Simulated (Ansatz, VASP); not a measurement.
## Two plane-wave programs on CaSe

```
CELL_PARAMETERS angstrom
0.00000 3.27956 3.27956
3.27956 0.00000 3.27956
3.27956 3.27956 0.00000
ATOMIC_POSITIONS crystal
Ca 0.00000 0.00000 0.00000
Se 0.25000 0.25000 0.25000
```

Alike in both runs: task single point; functional HSE06; k mesh 4 × 4 × 4; no spin polarisation.

|  | VASP | Ansatz |
| --- | --- | --- |
| version | VASP 6.6.1 | Ansatz 0.2.0 |
| potentials or method | VASP PAW PBE potentials, release 64 (Ca_sv, Se) | plane waves, PAW |
| plane-wave cutoff (eV) | 520 | 420 |
| occupations | gaussian, width 0.01 eV | fixed |
| valence electrons in the cell | 16 | 26 |

|  | VASP | Ansatz | Ansatz less VASP |
| --- | --- | --- | --- |
| gap on the k mesh at the Fermi level (eV) | 4.09 | 4.09 | +0.002 |
| pressure (GPa) | 0.3 | 0.3 | -0.03 |

VASP's potentials hold 16 valence electrons a cell and Ansatz's 26, so a difference there can come from the potentials and not from the codes. Ansatz's warnings: stress exchange threshold loose, stress scf threshold loose.
